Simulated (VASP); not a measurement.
Write the native input for VASP 6.6.1 that does the following.

```
Task                   : single point
Functional             : PBE
Potentials or basis    : VASP PAW PBE potentials, release 64 (Al)
Cutoff                 : 500 eV
k mesh                 : 4 × 4 × 4
Occupations            : gaussian, width 0.1 eV
Spin                   : collinear spin, ferromagnetic start
Starting moments       : [1.18] μB
Fixed moment           : 2 μB
Dipole correction      : no
Further INCAR settings : ALGO = Normal; EDIFF = 1e-06; NBANDS = 12
```

The structure of Al lies in POSCAR:

```
Al
1.0
   -1.5912186900      1.5912186900      1.5912186900
    1.5912186900     -1.5912186900      1.5912186900
    1.5912186900      1.5912186900     -1.5912186900
Al
1
Direct
    0.0000000000      0.0000000000      0.0000000000
```

One way to write it, as run:

INCAR

```
SYSTEM = Al
  PREC = Accurate
  ENCUT = 500
  EDIFF = 1E-6
  ISMEAR = 0
  SIGMA = 0.1
  LREAL = .False.
  LASPH = .True.
  NELM = 200
  ALGO = Normal
  ISIF = 2
  LWAVE = .False.
  LCHARG = .False.
  ISPIN = 2
  MAGMOM = 1.18
  LORBIT = 11
  NUPDOWN = 2.0
  GGA = PE
  NBANDS = 12
  GGA_COMPAT = .False.
```

KPOINTS

```
Automatic mesh
0
Gamma
  4 4 4
  0 0 0
```

Potentials or basis: VASP PAW PBE potentials, release 64 (Al).

Run with:

```bash
$ cat potpaw_PBE.64/Al/POTCAR > POTCAR
$ mpirun -np 1 vasp_std > vasp.out
```

It gave:

```json
{
  "Pressure": "32.3 GPa",
  "Net moment": "2.00 μB per cell",
  "Site moments": "Al +0.51 μB",
  "Valence electrons inside the program's atomic spheres": "Al 0.79"
}
```

Caveat: the k points lie up to 0.70 Å⁻¹ apart; the total moment is fixed, so each spin has its own Fermi level.

It took 6.8 s on 1 thread of Intel Xeon 8259CL, with other jobs on the host, peak memory 0.12 GiB.
